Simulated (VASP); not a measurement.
Write the native input for VASP 6.6.1 that does the following.

| Item | Value |
| --- | --- |
| Task | single point |
| Functional | PBE |
| Potentials or basis | VASP PAW PBE potentials, release 64 (Sr_sv, O) |
| Cutoff | 520 eV |
| k mesh | 8 × 8 × 10 |
| Occupations | gaussian, width 0.05 eV |
| Spin | no spin polarisation |
| Dipole correction | no |
| Further INCAR settings | ALGO = Normal; EDIFF = 1e-06; NBANDS = 24 |

The structure of SrO lies in POSCAR:

```
SrO
1.0
    4.5025200270      0.0000000000      0.0000000000
    0.0000000000      4.5025200270      0.0000000000
    0.0000000000      0.0000000000      3.6422945039
Sr O
2 2
Direct
    0.5000000000      0.0000000000      0.2629907667
    0.0000000000      0.5000000000      0.7370092333
    0.0000000000      0.0000000000      0.0000000000
    0.5000000000      0.5000000000      0.0000000000
```

The input as run:

INCAR

```
SYSTEM = SrO
PREC = Accurate
ENCUT = 520
EDIFF = 1E-6
ISMEAR = 0
SIGMA = 0.05
LREAL = .False.
LASPH = .True.
NELM = 100
ALGO = Normal
ISIF = 2
LWAVE = .False.
LCHARG = .True.
GGA = PE
LELF = .True.
LVHAR = .True.
NBANDS = 24
```

KPOINTS

```
regular mesh
0
Gamma
  8 8 10
  0 0 0
```

Potentials or basis: VASP PAW PBE potentials, release 64 (Sr_sv, O).

Launch:

```sh
$ cat potpaw_PBE.64/Sr_sv/POTCAR potpaw_PBE.64/O/POTCAR > POTCAR
$ mpirun -np 1 vasp_std > vasp.out
```

It gave:

The pressure is 0.2 GPa and the largest force is 0.068 eV/Å. The band gap on the k mesh is 2.38 eV (least direct gap 2.45 eV).

Wall time 2 min on 1 thread of Intel(R) Xeon(R) 6975P-C (Granite Rapids) (shared host), peak memory 0.27 GiB.
